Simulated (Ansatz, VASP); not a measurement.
## Two plane-wave programs on HgTe

The input INCAR:

```
PREC     = Accurate       # precision mode
ENCUT    = 520            # plane-wave cutoff, eV
EDIFF    = 1E-6           # SCF threshold, eV
ISMEAR   = 0              # smearing method
SIGMA    = 0.1            # smearing width, eV
LREAL    = False          # projectors in reciprocal space
LASPH    = True           # aspherical terms in the spheres
NELM     = 80             # most SCF steps
ALGO     = Normal         # electronic algorithm
ISIF     = 2              # what is computed and relaxed
LWAVE    = False          # write WAVECAR
LCHARG   = False          # write CHGCAR
GGA      = PE             # functional
NBANDS   = 16             # bands
```

KPOINTS

```
regular mesh
0
Gamma
  12 12 12
```

The input POSCAR:

```
HgTe
1.0
    0.0000000000      3.2740444800      3.2740444800
    3.2740444800      0.0000000000      3.2740444800
    3.2740444800      3.2740444800      0.0000000000
Hg Te
1 1
Direct
    0.0000000000      0.0000000000      0.0000000000
    0.7500000000      0.7500000000      0.7500000000
```

Input for Ansatz:

```yaml
crystal:
  lattice:
    - [0.0, 3.27404448, 3.27404448]
    - [3.27404448, 0.0, 3.27404448]
    - [3.27404448, 3.27404448, 0.0]
  atoms:
    - { symbol: Hg, position: [0.0, 0.0, 0.0] }
    - { symbol: Te, position: [0.75, 0.75, 0.75] }
basis:
  ecutwfc: 420
kpoints:
  mp_grid: { grid: [12, 12, 12] }
hamiltonian:
  xc: pbe
scf:
  occupations: { method: gaussian, width: 0.1 }
output:
  forces: true
  stress: true
  eigenvalues: true
  populations: true
```

Alike in both runs: task single point; functional PBE; k mesh 12 × 12 × 12; occupations gaussian, width 0.1 eV; no spin polarisation.

|  | VASP | Ansatz |
| --- | --- | --- |
| version | VASP 6.6.1 | Ansatz 0.2.0 |
| potentials or method | VASP PAW PBE potentials, release 64 (Hg, Te), cutoff 520 eV | scalar-relativistic, plane waves, PAW |
| valence electrons in the cell | 18 | 36 |

Ansatz gave:

| Item | Value |
| --- | --- |
| gap on the k mesh at the Fermi level (eV) | none |
| pressure (GPa) | 1.8 |

**Question.** What did VASP give for the same quantities?

**Answer.** gap on the k mesh at the Fermi level (eV): none; pressure (GPa): 1.9.

A gap of «none» marks a metal or a gap that the smearing closes. VASP's potentials hold 18 valence electrons a cell and Ansatz's 36, so a difference there can come from the potentials and not from the codes.

Neither program's run includes spin-orbit coupling.
